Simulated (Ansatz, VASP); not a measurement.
## Two plane-wave programs on NaCuP

```xyz
6
Lattice="3.8680 0.0000 0.0000 -1.9340 3.3497 0.0000 0.0000 0.0000 8.8775" Properties=species:S:1:pos:R:3 pbc="T T T"
Na    0.0000    0.0000    4.4387
Na    0.0000    0.0000    0.0000
Cu    1.9340    1.1166    2.2194
Cu    0.0000    2.2332    6.6581
P     1.9340    1.1166    6.6581
P     0.0000    2.2332    2.2194
```

Change from the starting cell: species swapped into the ErCuSn type (P6_3/mmc, No. 194).

Alike in both runs: task relaxation of cell and atoms; functional PBE; k mesh 12 × 12 × 4; occupations gaussian, width 0.1 eV; no spin polarisation.

|  | VASP | Ansatz |
| --- | --- | --- |
| version | VASP 6.6.1 | Ansatz 0.2.0 |
| potentials or method | VASP PAW PBE potentials, release 64 (Na_pv, Cu, P), cutoff 600 eV | scalar-relativistic, plane waves, PAW |
| valence electrons in the cell | 46 | 66 |

```tsv
	VASP	Ansatz	Ansatz less VASP
gap on the k mesh at the Fermi level, each at its own relaxed structure (eV)	none	none	-
relaxed volume (Å³/atom)	19.22	19.17	-0.052
relaxed cell length with the largest relative difference (Å)	3.874	3.868	-0.0056
```

A gap of «none» marks a metal or a gap that the smearing closes. VASP's potentials hold 46 valence electrons a cell and Ansatz's 66, so a difference there can come from the potentials and not from the codes.
